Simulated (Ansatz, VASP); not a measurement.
Two plane-wave programs on ScAl3

INCAR

```
PREC     = Accurate       # precision mode
ENCUT    = 520            # plane-wave cutoff, eV
EDIFF    = 1E-6           # SCF threshold, eV
ISMEAR   = 0              # smearing method
SIGMA    = 0.15           # smearing width, eV
LREAL    = False          # projectors in reciprocal space
LASPH    = True           # aspherical terms in the spheres
NELM     = 80             # most SCF steps
ALGO     = Fast           # electronic algorithm
ISIF     = 2              # what is computed and relaxed
LWAVE    = False          # write WAVECAR
LCHARG   = False          # write CHGCAR
GGA      = PS             # functional
NBANDS   = 18             # bands
```

The input KPOINTS:

```
Automatic mesh
0
Gamma
  14 14 14
```

The input POSCAR:

```
ScAl3
1.0
    4.1269231118      0.4961989665      0.4961989665
    0.4961989665      4.1269231118      0.4961989665
    0.4961989665      0.4961989665      4.1269231118
Sc Al
1 3
Direct
    0.0000000000      0.0000000000      0.0000000000
    0.5000000000      0.0000000000      0.5000000000
    0.0000000000      0.5000000000      0.5000000000
    0.5000000000      0.5000000000      0.0000000000
```

Input for Ansatz:

```yaml
crystal:
  lattice:
    - [4.1269231118, 0.4961989665, 0.4961989665]
    - [0.4961989665, 4.1269231118, 0.4961989665]
    - [0.4961989665, 0.4961989665, 4.1269231118]
  atoms:
    - { symbol: Sc, position: [0.0, 0.0, 0.0] }
    - { symbol: Al, position: [0.5, 0.0, 0.5] }
    - { symbol: Al, position: [0.0, 0.5, 0.5] }
    - { symbol: Al, position: [0.5, 0.5, 0.0] }
basis:
  ecutwfc: 420
kpoints:
  mp_grid: { grid: [14, 14, 14] }
hamiltonian:
  xc: pbesol
scf:
  occupations: { method: gaussian, width: 0.15 }
output:
  forces: true
  stress: true
  eigenvalues: true
```

Alike in both runs: task single point; functional PBEsol; k mesh 14 × 14 × 14; occupations gaussian, width 0.15 eV; no spin polarisation.

|  | VASP | Ansatz |
| --- | --- | --- |
| version | VASP 6.6.1 | Ansatz 0.2.0 |
| potentials or method | VASP PAW PBE potentials, release 64 (Sc_sv, Al), cutoff 520 eV | scalar-relativistic, plane waves, PAW |
| valence electrons in the cell | 20 | 20 |

|  | VASP | Ansatz | Ansatz less VASP |
| --- | --- | --- | --- |
| gap on the k mesh at the Fermi level (eV) | none | none | - |
| pressure (GPa) | 17.7 | 17.6 | -0.14 |
| traceless stress, the component that is largest in VASP (GPa) | -18.65 | -18.57 | +0.085 |

VASP's potentials were made for PBE, not for PBEsol. A gap of «none» marks a metal or a gap that the smearing closes.
